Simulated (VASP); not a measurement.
# Co (Pm-3m) in VASP: notebook, part 2 of 2

VASP 6.6.1. The steps go on from the part before.

### Step 3. Single point, PBEsol (10.48 Å³/atom)

This run uses another cell than the first one, of 10.48 Å³/atom.

The input, INCAR:

```
ALGO = Normal
EDIFF = 1E-6
ENCUT = 690
GGA = PS
GGA_COMPAT = F
ISIF = 2
ISMEAR = -1
LASPH = T
LCHARG = F
LREAL = F
LWAVE = F
NBANDS = 14
NELM = 120
PREC = Accurate
SIGMA = 0.1
```

The input, KPOINTS:

```
k-points
0
Gamma
  16 16 16
```

The input, POSCAR:

```
Co
1.0
    2.1881732648      0.0000000000      0.0000000000
    0.0000000000      2.1881732648      0.0000000000
    0.0000000000      0.0000000000      2.1881732648
Co
1
Direct
    0.0000000000      0.0000000000      0.0000000000
```

Potentials or basis: VASP PAW PBE potentials, release 64 (Co_sv).

On the command line:

```console
$ cat potpaw_PBE.64/Co_sv/POTCAR > POTCAR
$ mpirun -np 1 vasp_std > vasp.out
```

OUTCAR:

```text
EDIFF = 1E-6
   ENCUT = 690
   GGA = PS
   ISIF = 2
   ISMEAR = -1
   LASPH = T
   LREAL = F
   NELM = 120
   PREC = Accurate

 ion  position               nearest neighbor table
   1  0.000  0.000  0.000-

  LATTYP: Found a simple cubic cell.
 ALAT       =     2.1881732648

  Lattice vectors:

 A1 = (   2.1881732648,   0.0000000000,   0.0000000000)
 A2 = (   0.0000000000,   2.1881732648,   0.0000000000)
 A3 = (   0.0000000000,   0.0000000000,   2.1881732648)

[... 585 lines left out ...]
     14      40.3450      0.00000

 [... further k-points ...]

------------------------ aborting loop because EDIFF is reached ----------------------------------------

  FORCE on cell =-STRESS in cart. coord.  units (eV):
  Direction    XX          YY          ZZ          XY          YZ          ZX
  --------------------------------------------------------------------------------------
  -------------------------------------------------------------------------------------
  Total        1.3060210      1.3060210      1.3060210     -0.0000000     -0.0000000     -0.0000000
  in kB      199.7172720    199.7172720    199.7172720     -0.0000000     -0.0000000     -0.0000000
  external PRESSURE =     199.7172720 kB  Pullay stress =       0.0000000 kB

 VOLUME and BASIS-vectors are now :
 -----------------------------------------------------------------------------
  energy-cutoff  :      690.00
  volume of cell :       10.48
      direct lattice vectors                 reciprocal lattice vectors
     2.188173265  0.000000000  0.000000000     0.457002202  0.000000000  0.000000000
     0.000000000  2.188173265  0.000000000     0.000000000  0.457002202  0.000000000
     0.000000000  0.000000000  2.188173265     0.000000000  0.000000000  0.457002202

 POSITION                                       TOTAL-FORCE (eV/Angst)
 -----------------------------------------------------------------------------------
      0.00000      0.00000      0.00000         0.000000      0.000000      0.000000
 -----------------------------------------------------------------------------------
    total drift:                               -0.000000      0.000000      0.000000

  FREE ENERGIE OF THE ION-ELECTRON SYSTEM (eV)
  ---------------------------------------------------
  free  energy   TOTEN  =        -6.7318017260 eV

  energy  without entropy=       -6.6517792696  energy(sigma->0) =       -6.69179050
```

Wall time 26 s (1 thread of Intel Xeon Platinum 8259CL at 2.50GHz (Skylake/Cascade Lake), shared host); peak memory 0.15 GiB.

What came out:

```yaml
Free_energy: -6.7318 eV
Pressure: 20.0 GPa
Band_gap_on_the_k_mesh: zero (an odd number of electrons rules out a gap without spin polarisation)
```

Caveat: the cell stands under pressure; the PAW data sets were made with another functional, which shifts forces and pressure a little; the run has no spin polarisation, though such a crystal can be magnetic. Spin polarisation is off, so any magnetic state and its effect on volume and gap are missing.

### Step 4. Single point, PBEsol

This run uses another cell than the first one, of 11.39 Å³/atom.

The input, INCAR:

```
PREC = Accurate
ENCUT = 690
EDIFF = 1E-6
ISMEAR = -1
SIGMA = 0.1
LREAL = False
LASPH = True
NELM = 120
ALGO = Normal
ISIF = 2
LWAVE = False
LCHARG = True
GGA = PS
LELF = True
LVHAR = True
NBANDS = 14
GGA_COMPAT = False
```

The input, KPOINTS:

```
regular mesh
0
Gamma
  14 14 14
```

The input, POSCAR:

```
Co
1.0
    2.2498441333      0.0000000000      0.0000000000
    0.0000000000      2.2498441333      0.0000000000
    0.0000000000      0.0000000000      2.2498441333
Co
1
Direct
    0.0000000000      0.0000000000      0.0000000000
```

On the command line:

```console
$ cat potpaw_PBE.64/Co_sv/POTCAR > POTCAR
$ mpirun -np 1 vasp_std > vasp.out
```

Run time: 30 s. Hardware: 1 thread of Intel Xeon Platinum 8259CL at 2.50GHz (Skylake/Cascade Lake), shared host; peak memory 0.14 GiB.

Results (log left out):

| Property | Result |
| --- | --- |
| Free energy | -6.7879 eV |
| Pressure | -1.1 GPa |
| Band gap on the k mesh | zero (an odd number of electrons rules out a gap without spin polarisation) |

Levels at points of the mesh, in eV from the Fermi level:
```csv
k point,band 6,band 7,band 8,band 9,band 10,band 11
"(0.00, 0.00, 0.00)",-3.85,-3.85,0.53,0.53,0.53,20.67
"(0.50, 0.00, 0.00)",-3.27,-1.36,-0.90,-0.90,0.65,5.09
"(0.50, 0.50, 0.00)",-2.77,-0.60,-0.60,1.49,5.62,5.62
"(0.50, 0.50, 0.50)",-3.49,-3.49,1.57,1.57,13.18,13.18
```

Caveat: the PAW data sets were made with another functional, which shifts forces and pressure a little; the run has no spin polarisation, though such a crystal can be magnetic.

### Step 5. Single point, PBEsol (11.39 Å³/atom)

This run uses another cell than the first one, of 11.39 Å³/atom.

The input, INCAR:

```
SYSTEM = Co
PREC = Accurate
ENCUT = 690
EDIFF = 1E-6
ISMEAR = -1
SIGMA = 0.1
LREAL = .FALSE.
LASPH = .TRUE.
NELM = 120
ALGO = Normal
ISIF = 2
LWAVE = .FALSE.
LCHARG = .FALSE.
GGA = PS
NBANDS = 14
GGA_COMPAT = .FALSE.
```

The input, KPOINTS:

```
regular mesh
0
G
  16 16 16
  0 0 0
```

POSCAR is that of step 4.

On the command line:

```console
$ cat potpaw_PBE.64/Co_sv/POTCAR > POTCAR
$ mpirun -np 1 vasp_std > vasp.out
```

Wall time 22 s (1 thread of Intel Xeon Platinum 8259CL at 2.50GHz (Skylake/Cascade Lake), shared host); peak memory 0.15 GiB.

Results (log left out):

```
Free energy            : -6.7866 eV
Pressure               : -1.0 GPa
Band gap on the k mesh : zero (an odd number of electrons rules out a gap without spin polarisation)
```

Levels at points of the mesh, in eV from the Fermi level:
```
           k point  band 4  band 5  band 6  band 7  band 8  band 9  band 10  band 11  band 12  band 13
(0.00, 0.00, 0.00)  -57.85   -8.58   -3.85   -3.85    0.53    0.53     0.53    20.68    20.68    20.68
(0.50, 0.00, 0.00)  -57.81   -4.10   -3.26   -1.36   -0.90   -0.90     0.66     5.10    24.59    27.83
(0.50, 0.50, 0.00)  -57.77   -4.76   -2.76   -0.60   -0.60    1.50     5.62     5.62    12.25    13.71
(0.50, 0.50, 0.50)  -58.22   -3.49   -3.49   -3.49    1.57    1.57    13.18    13.18    13.18    13.47
```

Caveat: the PAW data sets were made with another functional, which shifts forces and pressure a little; the run has no spin polarisation, though such a crystal can be magnetic. Spin polarisation is off, so any magnetic state and its effect on volume and gap are missing.

### Step 6. Single point, PBEsol (10.93 Å³/atom)

This run uses another cell than the first one, of 10.93 Å³/atom.

The input, INCAR:

```
ALGO = Normal
EDIFF = 1E-6
ENCUT = 690
GGA = PS
GGA_COMPAT = F
ISIF = 2
ISMEAR = -1
LASPH = T
LCHARG = T
LELF = T
LREAL = F
LVHAR = T
LWAVE = F
NBANDS = 14
NELM = 120
PREC = Accurate
SIGMA = 0.1
```

The input, KPOINTS:

```
k-points
0
Gamma
  16 16 16
```

The input, POSCAR:

```
Co
1.0
    2.2194371068      0.0000000000      0.0000000000
    0.0000000000      2.2194371068      0.0000000000
    0.0000000000      0.0000000000      2.2194371068
Co
1
Direct
    0.0000000000      0.0000000000      0.0000000000
```

Potentials or basis: VASP PAW PBE potentials, release 64 (Co_sv).

On the command line:

```console
$ cat potpaw_PBE.64/Co_sv/POTCAR > POTCAR
$ mpirun -np 1 vasp_std > vasp.out
```

Run time: 14 s. Hardware: 1 thread of AMD EPYC 9R45 (Zen 5), shared host; peak memory 0.12 GiB.

Results (log left out):

```
Free energy            : -6.7740 eV
Pressure               : 8.5 GPa
Band gap on the k mesh : zero (an odd number of electrons rules out a gap without spin polarisation)
```

Levels at points of the mesh, in eV from the Fermi level:
```
           k point  band 4  band 5  band 6  band 7  band 8  band 9  band 10  band 11  band 12  band 13
(0.00, 0.00, 0.00)  -57.89   -8.85   -4.07   -4.07    0.57    0.57     0.57    21.19    21.19    21.19
(0.50, 0.00, 0.00)  -57.84   -4.26   -3.45   -1.47   -0.96   -0.96     0.70     5.37    24.95    28.44
(0.50, 0.50, 0.00)  -57.80   -5.05   -2.90   -0.64   -0.64    1.59     5.77     5.77    12.54    14.35
(0.50, 0.50, 0.50)  -58.31   -3.71   -3.71   -3.71    1.67    1.67    13.54    13.65    13.65    13.65
```

Caveat: the cell stands under pressure; the PAW data sets were made with another functional, which shifts forces and pressure a little; the run has no spin polarisation, though such a crystal can be magnetic. Spin polarisation is off, so any magnetic state and its effect on volume and gap are missing.

### Step 7. Overview

| task | cell | k mesh | gap on the mesh (eV) | pressure (GPa) |
| --- | --- | --- | --- | --- |
| relaxation of cell and atoms | relaxed from a = 2.287 Å, 1 atom | 14 × 14 × 14 | none | -0.1 |
| single point | a = 2.188 Å, 1 atom | 16 × 16 × 16 | none | 20.0 |
| single point | a = 2.250 Å, 1 atom | 14 × 14 × 14 | none | -1.1 |
| single point | a = 2.250 Å, 1 atom | 16 × 16 × 16 | none | -1.0 |
| single point | a = 2.219 Å, 1 atom | 16 × 16 × 16 | none | 8.5 |

Alike in all rows: level PBEsol; potentials or basis VASP PAW PBE potentials, release 64 (Co_sv); no spin polarisation; cutoff (eV) 690; smearing fermi-dirac 0.1 eV.

Caveats: the PAW data sets were made with another functional, which shifts forces and pressure a little; the run has no spin polarisation, though such a crystal can be magnetic; the cell stands under pressure (at least some runs).

Absolute energies hang on the potentials; compare differences alone.
